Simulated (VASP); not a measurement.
# Os (Pm-3m) in VASP: notebook

The runs below take Os through single point, relaxation of cell and atoms, with PBEsol.

All numbers are computed with VASP 6.6.1; they aren't measurements. Logs are shortened: lines on timing, memory, paths and dates and some standing lists are left out, and cuts for length are marked.

## 1. The cell of the first run

The structure is cubic, space group Pm-3m (No. 221). The conventional cell has a = 2.530 Å, b = 2.530 Å, c = 2.530 Å, α = 90.00°, β = 90.00°, γ = 90.00°. Os (site symmetry m-3m) has 6 Os at 2.53 Å within 3.3 Å.

This isn't the form of Os at room conditions, which is hcp.

## 2. Single point, PBEsol

INCAR reads:

```
SYSTEM = Os
  PREC = Accurate
  ENCUT = 520
  EDIFF = 1E-6
  ISMEAR = -1
  SIGMA = 0.05
  LREAL = .False.
  LASPH = .True.
  NELM = 100
  ALGO = Normal
  ISIF = 2
  LWAVE = .False.
  LCHARG = .True.
  GGA = PS
  LELF = .True.
  LVHAR = .True.
  NBANDS = 10
```

KPOINTS reads:

```
Automatic mesh
0
Gamma
  17 17 17
  0 0 0
```

POSCAR reads:

```
Os
1.0
    2.5304313492      0.0000000000      0.0000000000
    0.0000000000      2.5304313492      0.0000000000
    0.0000000000      0.0000000000      2.5304313492
Os
1
Direct
    0.0000000000      0.0000000000      0.0000000000
```

Potentials or basis: VASP PAW PBE potentials, release 64 (Os).

Command:

```console
cat potpaw_PBE.64/Os/POTCAR > POTCAR
mpirun -np 1 vasp_std > vasp.out
```

OUTCAR:

```text
SYSTEM = Os
   PREC = Accurate
   ENCUT = 520
   EDIFF = 1E-6
   ISMEAR = -1
   LREAL = .False.
   LASPH = .True.
   NELM = 100
   ISIF = 2
   GGA = PS

 ion  position               nearest neighbor table
   1  0.000  0.000  0.000-

  LATTYP: Found a simple cubic cell.
 ALAT       =     2.5304313492

  Lattice vectors:

 A1 = (   2.5304313492,   0.0000000000,   0.0000000000)
 A2 = (   0.0000000000,   2.5304313492,   0.0000000000)
 A3 = (   0.0000000000,   0.0000000000,   2.5304313492)

Analysis of symmetry for initial positions (statically):
=====================================================================
 Subroutine PRICEL returns:
 Original cell was already a primitive cell.

 Routine SETGRP: Setting up the symmetry group for a
 simple cubic supercell.

 Subroutine GETGRP returns: Found 48 space group operations
 (whereof 48 operations were pure point group operations)
 out of a pool of 48 trial point group operations.

The static configuration has the point symmetry O_h .

Analysis of symmetry for dynamics (positions and initial velocities):
=====================================================================
 Subroutine PRICEL returns:
 Original cell was already a primitive cell.

 Routine SETGRP: Setting up the symmetry group for a
 simple cubic supercell.

 Subroutine GETGRP returns: Found 48 space group operations
 (whereof 48 operations were pure point group operations)
 out of a pool of 48 trial point group operations.

The dynamic configuration has the point symmetry O_h .

 Subroutine INISYM returns: Found 48 space group operations
 (whereof 48 operations are pure point group operations),
 and found     1 'primitive' translations

----------------------------------------------------------------------------------------

                                     Primitive cell

  volume of cell :      16.2026

  direct lattice vectors                    reciprocal lattice vectors
     2.530431349  0.000000000  0.000000000     0.395189540  0.000000000  0.000000000
     0.000000000  2.530431349  0.000000000     0.000000000  0.395189540  0.000000000
     0.000000000  0.000000000  2.530431349     0.000000000  0.000000000  0.395189540

  length of vectors
     2.530431349  2.530431349  2.530431349     0.395189540  0.395189540  0.395189540

  position of ions in fractional coordinates (direct lattice)
     0.000000000  0.000000000  0.000000000

  ion indices of the primitive-cell ions
   primitive index   ion index
                 1           1

----------------------------------------------------------------------------------------

 KPOINTS: Automatic mesh

Automatic generation of k-mesh.
 Grid dimensions read from file:
 generate k-points for:   17   17   17

 Generating k-lattice:

  Cartesian coordinates                     Fractional coordinates (reciprocal lattice)
     0.023246444  0.000000000  0.000000000     0.058823529  0.000000000  0.000000000
     0.000000000  0.023246444  0.000000000     0.000000000  0.058823529  0.000000000
     0.000000000  0.000000000  0.023246444     0.000000000  0.000000000  0.058823529

  Length of vectors
     0.023246444  0.023246444  0.023246444

  Shift w.r.t. Gamma in fractional coordinates (k-lattice)
     0.000000000  0.000000000  0.000000000

 Subroutine IBZKPT returns following result:
 ===========================================

 Found    165 irreducible k-points:

 Following reciprocal coordinates:
            Coordinates               Weight
  0.000000  0.000000  0.000000      1.000000
  0.058824  0.000000  0.000000      6.000000
  0.117647  0.000000  0.000000      6.000000
  0.176471  0.000000  0.000000      6.000000
  0.235294  0.000000  0.000000      6.000000
  0.294118  0.000000  0.000000      6.000000
[... 16 lines left out ...]
  0.411765  0.117647  0.000000     24.000000
  0.470588  0.117647  0.000000     24.000000
 [... further k-points ...]
   k-points           NKPTS =    165   k-points in BZ     NKDIM =    165   number of bands    NBANDS=     10
   number of dos      NEDOS =    301   number of ions     NIONS =      1
   total plane-waves  NPLWV =   8000
   dimension x,y,z NGX =    20 NGY =   20 NGZ =   20
   dimension x,y,z NGXF=    40 NGYF=   40 NGZF=   40
   ions per type =               1
   NGX,Y,Z   is equivalent  to a cutoff of  13.14, 13.14, 13.14 a.u.
   NGXF,Y,Z  is equivalent  to a cutoff of  26.28, 26.28, 26.28 a.u.
 SYSTEM =  Os
   PREC   = accura    normal or accurate (medium, high low for compatibility)
   ISTART =      0    job   : 0-new  1-cont  2-samecut
   ICHARG =      2    charge: 1-file 2-atom 10-const
   ISPIN  =      1    spin polarized calculation?
   LNONCOLLINEAR =      F non collinear calculations
   LSORBIT =      F    spin-orbit coupling
   LASPH  =      T    aspherical Exc in radial PAW
   ENCUT  =  520.0 eV  38.22 Ry    6.18 a.u.   4.70  4.70  4.70*2*pi/ulx,y,z
   NELM   =    100;   NELMIN=  2; NELMDL= -5     # of ELM steps
   EDIFF  = 0.1E-05   stopping-criterion for ELM
   LREAL  =      F    real-space projection
[... 7 lines left out ...]
   TEBEG  =    0.0;   TEEND  =   0.0 temperature during run
   PSTRESS=    0.0 pullay stress
   NELECT =       8.0000    total number of electrons
   NUPDOWN=      -1.0000    fix difference up-down
   EMIN   =  10.00;   EMAX   =-10.00  energy-range for DOS
   EFERMI =   0.00;   METHOD = LEGACY
   ISMEAR =    -1;   SIGMA  =   0.05  broadening in eV -4-tet -1-fermi 0-gaus
   EFERMI_NEDOS =   21; number of points for ismear=-14 and -15
   IALGO  =     38    algorithm
   IMIX   =      4    mixing-type and parameters
     AMIX     =   0.40;   BMIX     =  1.00
     AMIX_MAG =   1.60;   BMIX_MAG =  1.00
  volume/ion in A,a.u.               =      16.20       109.34
  Fermi-wavevector in a.u.,A,eV,Ry     =   1.293928  2.445170 22.779566  1.674251
  Thomas-Fermi vector in A             =   2.425543
   LORBIT       =      0    0 simple, 1 ext, 2 COOP (PROOUT), +10 PAW based schemes
   GGA     = PS    functional components
   LHFCALC =     F    Hartree Fock is set to
   AEXX    =    0.0000 exact exchange contribution
   IVDW    =     0    specifies the selected vdW correction
   LEPSILON=     F    determine dielectric tensor
   LRPA    =     F    only Hartree local field effects (RPA)
 non-spin polarized calculation
  energy-cutoff  :      520.00
  volume of cell :       16.20
 maximum number of plane-waves:       461
 NGX is ok and might be reduce to    20
   NGX =  9   NGY =  9   NGZ =  9

 number of electron       7.9999998 magnetization

 Free energy of the ion-electron system (eV)
  ---------------------------------------------------
  ext. energy  EPLUGINS =         0.00000000
  ---------------------------------------------------
  free energy    TOTEN  =       -10.62389387 eV

  energy without entropy =      -10.60901852  energy(sigma->0) =      -10.61645620

 E-fermi :   7.4402     XC(G=0): -13.1643

 val. band max:        7.4293650120   @ k =   0.2941   0.0000   0.0000
 cond. band min:       7.4472411165   @ k =   0.2941   0.0588   0.0000
 fundamental gap:      0.0178761045
 Fermi energy:         7.4402287846

 k-point     1 :       0.0000    0.0000    0.0000
  band No.  band energies     occupation
      1      -2.3314      2.00000
      2       1.2241      2.00000
      3       1.2241      2.00000
      4       9.8132      0.00000
      5       9.8132      0.00000
      6       9.8132      0.00000
      7      23.1048      0.00000
      8      23.1048      0.00000
      9      23.1048      0.00000
     10      29.2833      0.00000

 k-point     2 :       0.0588    0.0000    0.0000
  band No.  band energies     occupation
      1      -2.2147      2.00000
      2       1.2510      2.00000
      3       1.3449      2.00000
      4       9.6566      0.00000
      5       9.6566      0.00000
      6       9.8248      0.00000
      7      22.3842      0.00000
      8      23.3417      0.00000
      9      23.3417      0.00000
     10      29.8157      0.00000

 k-point     3 :       0.1176    0.0000    0.0000
  band No.  band energies     occupation
      1      -1.8858      2.00000
      2       1.3290      2.00000
      3       1.7106      2.00000
      4       9.2332      0.00000
      5       9.2332      0.00000
      6       9.8581      0.00000
      7      20.8529      0.00000
      8      23.9995      0.00000
      9      23.9995      0.00000
     10      29.7283      0.00000

 k-point     4 :       0.1765    0.0000    0.0000
  band No.  band energies     occupation
      1      -1.4020      2.00000
      2       1.4499      2.00000
      3       2.3226      2.00000
      4       8.6501      0.00000
      5       8.6501      0.00000
      6       9.9089      0.00000
      7      19.1783      0.00000
      8      24.9542      0.00000
      9      24.9542      0.00000
     10      28.0323      0.00000
[... 222 lines left out ...]
 k-point    22 :       0.3529    0.1176    0.0000
  band No.  band energies     occupation
      1       0.7054      2.00000
      2       2.3385      2.00000
      3       4.4849      2.00000
      4       7.0177      1.99957
      5       7.1488      1.99413
      6       9.5819      0.00000
      7      15.9193      0.00000
      8      24.3854      0.00000
      9      25.8160      0.00000
     10      29.3972      0.00000

 k-point    23 :       0.4118    0.1176    0.0000
  band No.  band energies     occupation
      1       1.1326      2.00000
      2       2.4925      2.00000
      3       4.4076      2.00000
      4       6.6770      2.00000
      5       7.7159      0.00803
      6       9.6337      0.00000
      7      15.2009      0.00000
      8      24.0580      0.00000
      9      26.2808      0.00000
     10      29.4686      0.00000

 k-point    24 :       0.4706    0.1176    0.0000
  band No.  band energies     occupation
      1       1.3805      2.00000
      2       2.5956      2.00000
      3       4.2439      2.00000
      4       6.5010      2.00000
      5       8.1574      0.00000
      6       9.6617      0.00000
      7      14.8588      0.00000
      8      23.7928      0.00000
      9      26.9777      0.00000
     10      28.0380      0.00000

 [... further k-points ...]

------------------------ aborting loop because EDIFF is reached ----------------------------------------

  FORCE on cell =-STRESS in cart. coord.  units (eV):
  Direction    XX          YY          ZZ          XY          YZ          ZX
  --------------------------------------------------------------------------------------
  -------------------------------------------------------------------------------------
  Total        0.0161956      0.0161956      0.0161956     -0.0000000     -0.0000000      0.0000000
  in kB        1.6014915      1.6014915      1.6014915     -0.0000000     -0.0000000      0.0000000
  external PRESSURE =       1.6014915 kB  Pullay stress =       0.0000000 kB

 VOLUME and BASIS-vectors are now :
 -----------------------------------------------------------------------------
  energy-cutoff  :      520.00
  volume of cell :       16.20
      direct lattice vectors                 reciprocal lattice vectors
     2.530431349  0.000000000  0.000000000     0.395189540  0.000000000  0.000000000
     0.000000000  2.530431349  0.000000000     0.000000000  0.395189540  0.000000000
     0.000000000  0.000000000  2.530431349     0.000000000  0.000000000  0.395189540

 POSITION                                       TOTAL-FORCE (eV/Angst)
 -----------------------------------------------------------------------------------
      0.00000      0.00000      0.00000         0.000000      0.000000      0.000000
 -----------------------------------------------------------------------------------
    total drift:                                0.000000      0.000000      0.000000

  FREE ENERGIE OF THE ION-ELECTRON SYSTEM (eV)
  ---------------------------------------------------
  free  energy   TOTEN  =       -10.6238938735 eV

  energy  without entropy=      -10.6090185176  energy(sigma->0) =      -10.61645620
```

It took 14 s on 1 thread of Intel Xeon Platinum 8259CL at 2.50GHz (Skylake/Cascade Lake), shared host; peak memory 0.15 GiB.

What came out:

```yaml
Free_energy: -10.6239 eV
Pressure: 0.2 GPa
Band_gap_on_the_k_mesh: zero (bands 4 and 5 overlap by 5.91 eV)
```

Caveat: the PAW data sets were made with another functional, which shifts forces and pressure a little; spin-orbit coupling is left out, which moves the levels of the heavy elements.

## 3. Relaxation of cell and atoms, PBEsol

This run uses another cell than the first one, of 15.44 Å³/atom.

INCAR reads:

```
ALGO     = Normal         # electronic algorithm
EDIFF    = 1E-6           # SCF threshold, eV
EDIFFG   = -0.03          # ionic threshold
ENCUT    = 600            # plane-wave cutoff, eV
GGA      = PS             # functional
IBRION   = 2              # ionic algorithm
ISIF     = 3              # what is computed and relaxed
ISMEAR   = -1             # smearing method
LASPH    = True           # aspherical terms in the spheres
LCHARG   = False          # write CHGCAR
LREAL    = False          # projectors in reciprocal space
LWAVE    = False          # write WAVECAR
NELM     = 80             # most SCF steps
NSW      = 80             # ionic steps
PREC     = Accurate       # precision mode
SIGMA    = 0.05           # smearing width, eV
```

KPOINTS reads:

```
k-points
0
Gamma
  17 17 17
```

POSCAR reads:

```
Os
1.0
    2.4900000000      0.0000000000      0.0000000000
    0.0000000000      2.4900000000      0.0000000000
    0.0000000000      0.0000000000      2.4900000000
Os
1
Direct
    0.0000000000      0.0000000000      0.0000000000
```

Potentials or basis: VASP PAW PBE potentials, release 64 (Os).

Command:

```console
cat potpaw_PBE.64/Os/POTCAR > POTCAR
mpirun -np 1 vasp_std > vasp.out
```

Run time: 34 s. Hardware: 1 thread of Intel Xeon Platinum 8259CL at 2.50GHz (Skylake/Cascade Lake), shared host; peak memory 0.15 GiB.

Results (log left out):

| Item | Value |
| --- | --- |
| Free energy | -10.6238 eV |
| Relaxed volume | 16.22 Å³/atom |
| Relaxed cell | a = 2.531 Å, b = 2.531 Å, c = 2.531 Å, α = 90.00°, β = 90.00°, γ = 90.00° |
| Space group after relaxing (to 0.1 Å) | Pm-3m (No. 221) |
| Energy gained by relaxing | 38.4 meV/atom |
| Ionic steps | 4 |
| Pressure after relaxing | -0.1 GPa |
| Band gap on the k mesh | zero (bands 4 and 5 overlap by 5.90 eV) |

The path:
```
step  energy change (eV)  largest force (eV/Å)  pressure (GPa)  volume (Å³)
   1              0.0000                0.0000           16.62        15.44
   2              0.3573                0.0000          -34.71        19.30
   3             -0.0382                0.0000           -1.15        16.28
   4             -0.0384                0.0000           -0.07        16.22
```

Final structure:
```
Os
1.0
     2.53131    0.00000    0.00000
     0.00000    2.53131    0.00000
     0.00000    0.00000    2.53131
Os
1
Direct
  0.00000 0.00000 0.00000
```

Levels at points of the mesh, in eV from the Fermi level:
```
           k point  band 1  band 2  band 3  band 4  band 5  band 6  band 7  band 8
(0.00, 0.00, 0.00)   -9.76   -6.21   -6.21    2.37    2.37    2.37   15.66   15.66
```

Caveat: the PAW data sets were made with another functional, which shifts forces and pressure a little; spin-orbit coupling is left out, which moves the levels of the heavy elements.

## 4. Relaxation of cell and atoms, PBEsol

INCAR reads:

```
ALGO = Normal ; EDIFF = 1E-6
EDIFFG = -0.03 ; ENCUT = 600
GGA = PS ; IBRION = 2
ISIF = 3 ; ISMEAR = -1
LASPH = True ; LCHARG = False
LREAL = False ; LWAVE = False
NELM = 60 ; NSW = 80
PREC = Accurate ; SIGMA = 0.05
```

KPOINTS is that of step 3.

POSCAR reads:

```
Os
1.0
    2.5304313492      0.0000000000      0.0000000000
    0.0000000000      2.5304313492      0.0000000000
    0.0000000000      0.0000000000      2.5304313492
Os
1
Direct
    0.0000000000      0.0000000000      0.0000000000
```

Command:

```console
cat potpaw_PBE.64/Os/POTCAR > POTCAR
mpirun -np 1 vasp_std > vasp.out
```

It took 12 s on 1 thread of Intel Xeon Platinum 8259CL at 2.50GHz (Skylake/Cascade Lake), shared host; peak memory 0.15 GiB.

Results (log left out):

- Free energy: -10.6239 eV
- Pressure after relaxing: 0.3 GPa
- Band gap on the k mesh: zero (bands 4 and 5 overlap by 5.91 eV)

Final structure:
```yaml
crystal:
  lattice:
    - [2.53043, 0.00000, 0.00000]
    - [0.00000, 2.53043, 0.00000]
    - [0.00000, 0.00000, 2.53043]
  atoms:
    - { symbol: Os, position: [0.00000, 0.00000, 0.00000] }
```

Levels at points of the mesh, in eV from the Fermi level:
```csv
k point,band 2,band 3,band 4,band 5,band 6,band 7
"(0.00, 0.00, 0.00)",-6.22,-6.22,2.37,2.37,2.37,15.66
```

Caveat: the PAW data sets were made with another functional, which shifts forces and pressure a little; spin-orbit coupling is left out, which moves the levels of the heavy elements.

## 5. Summary

```csv
task,cell,cutoff (eV),gap on the mesh (eV),pressure (GPa),relaxed volume (Å³/atom)
single point,"a = 2.530 Å, 1 atom",520,none,0.2,-
relaxation of cell and atoms,"relaxed from a = 2.490 Å, 1 atom",600,none,-0.1,16.22
relaxation of cell and atoms,"relaxed from a = 2.530 Å, 1 atom",600,none,0.3,16.20
```

Alike in all rows: level PBEsol; potentials or basis VASP PAW PBE potentials, release 64 (Os); no spin polarisation; k mesh 17 × 17 × 17; smearing fermi-dirac 0.05 eV.

Caveats: the PAW data sets were made with another functional, which shifts forces and pressure a little; spin-orbit coupling is left out, which moves the levels of the heavy elements.

Absolute energies hang on the potentials; compare differences alone.
